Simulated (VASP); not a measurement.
Input of a VASP 6.6.1 run:

File INCAR:

```
PREC = Accurate
ENCUT = 500
EDIFF = 1E-6
ISMEAR = 0
SIGMA = 0.01
LREAL = False
LASPH = True
NELM = 120
ALGO = Normal
ISIF = 2
LWAVE = False
LCHARG = False
NBANDS = 11
GGA_COMPAT = False
```

Contents of KPOINTS:

```
regular mesh
0
Gamma
  4 4 4
```

The input POSCAR:

```
BAs
1.0
    0.0000000000      2.3692888322      2.3692888322
    2.3692888322      0.0000000000      2.3692888322
    2.3692888322      2.3692888322      0.0000000000
B As
1 1
Direct
    0.0000000000      0.0000000000      0.0000000000
    0.2500000000      0.2500000000      0.2500000000
```

Potentials or basis: VASP PAW LDA potentials, release 64 (B, As).

Launch:

```sh
$ cat potpaw_LDA.64/B/POTCAR potpaw_LDA.64/As/POTCAR > POTCAR
$ mpirun -np 1 vasp_std > vasp.out
```

(1) Predict the band gap on the k mesh.

(2) What does it give for the pressure?

Answers

(1) 1.29 eV, indirect (least direct gap 3.26 eV).

(2) 1.0 GPa.

Caveat: the k points lie up to 0.57 Å⁻¹ apart.
